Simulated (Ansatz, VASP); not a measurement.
**Two plane-wave programs on PbS**

The input POSCAR:

```
PbS
1.0
    0.0000000000      3.3009774971      3.3009774971
    3.3009774971      0.0000000000      3.3009774971
    3.3009774971      3.3009774971      0.0000000000
Pb S
1 1
Direct
    0.0000000000      0.0000000000      0.0000000000
    0.2500000000      0.2500000000      0.2500000000
```

File INCAR.step1:

```
SYSTEM = PbS
ALGO = Normal
EDIFF = 1E-5
ENCUT = 520
GGA = PE
ISIF = 2
ISMEAR = 0
LASPH = .True.
LCHARG = .False.
LREAL = .False.
LWAVE = .True.
NBANDS = 17
NELM = 60
PREC = Accurate
SIGMA = 0.01
```

Contents of INCAR.step2:

```
SYSTEM = PbS
AEXX = 0.2
ALGO = Normal
EDIFF = 1E-6
ENCUT = 520
GGA = PE
HFSCREEN = 0.5
ISIF = 2
ISMEAR = 0
ISTART = 1
LASPH = .True.
LCHARG = .False.
LHFCALC = .True.
LREAL = .False.
LWAVE = .False.
NBANDS = 17
NELM = 60
PREC = Accurate
PRECFOCK = Normal
SIGMA = 0.01
```

Contents of KPOINTS:

```
k-points
0
Gamma
  4 4 4
  0 0 0
```

Input for Ansatz:

```yaml
crystal:
  lattice:
    - [0.0, 3.3009774971, 3.3009774971]
    - [3.3009774971, 0.0, 3.3009774971]
    - [3.3009774971, 3.3009774971, 0.0]
  atoms:
    - { symbol: Pb, position: [0.0, 0.0, 0.0] }
    - { symbol: S, position: [0.25, 0.25, 0.25] }
kpoints:
  mp_grid: { grid: [4, 4, 4] }
hamiltonian:
  xc: { exchange: pbe, correlation: pbe, exx: { coeff: 0.2, omega: 0.5 } }
scf:
  occupations: { method: fixed }
  n_extra_bands: 4
output:
  forces: true
  stress: true
  eigenvalues: true
```

Alike in both runs: task single point; functional PBE-based screened hybrid; k mesh 4 × 4 × 4; no spin polarisation.

|  | VASP | Ansatz |
| --- | --- | --- |
| version | VASP 6.6.1 | Ansatz 0.2.0 |
| potentials or method | VASP PAW PBE potentials, release 64 (Pb_d, S) | plane waves |
| plane-wave cutoff (eV) | 520 | 420 |
| occupations | gaussian, width 0.01 eV | fixed |
| valence electrons in the cell | 20 | 20 |

|  | VASP | Ansatz | Ansatz less VASP |
| --- | --- | --- | --- |
| gap on the k mesh at the Fermi level (eV) | 0.94 | 0.94 | -0.001 |
| pressure (GPa) | 0.3 | 0.3 | +0.08 |

VASP's potentials were made for PBE, not for PBE-based screened hybrid. Ansatz's warnings: stress exchange threshold loose, stress scf threshold loose.

Neither program's run includes spin-orbit coupling.
